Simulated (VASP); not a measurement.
Input of a VASP 6.6.1 run:

File INCAR:

```
SYSTEM = As
PREC = Accurate
ENCUT = 520
EDIFF = 1E-6
ISMEAR = 0
SIGMA = 0.017
LREAL = .FALSE.
LASPH = .TRUE.
NELM = 60
ALGO = Normal
ISIF = 2
LWAVE = .FALSE.
LCHARG = .TRUE.
GGA = PE
LELF = .TRUE.
LVHAR = .TRUE.
NBANDS = 12
```

KPOINTS

```
regular mesh
0
G
  9 9 9
  0 0 0
```

Contents of POSCAR:

```
As
1.0
    1.8807968987      1.0858785957      3.5140619945
   -1.8807968987      1.0858785957      3.5140619945
    0.0000000000     -2.1717571915      3.5140619945
As
2
Direct
    0.2260000000      0.2260000000      0.2260000000
    0.7740000000      0.7740000000      0.7740000000
```

Potentials or basis: VASP PAW PBE potentials, release 64 (As).

The run is started by

```sh
$ cat potpaw_PBE.64/As/POTCAR > POTCAR
$ mpirun -np 1 vasp_std > vasp.out
```

Predict the pressure.

4.1 GPa.

Predict the band gap on the k mesh.

zero (band 5 reaches 5.50 eV, above the bottom of band 6 at 5.39 eV).

Predict the largest force.

0.491 eV/Å.

Forces on the atoms (eV/Å):
```
As   0.000  0.000  0.491
As   0.000  0.000 -0.491
```
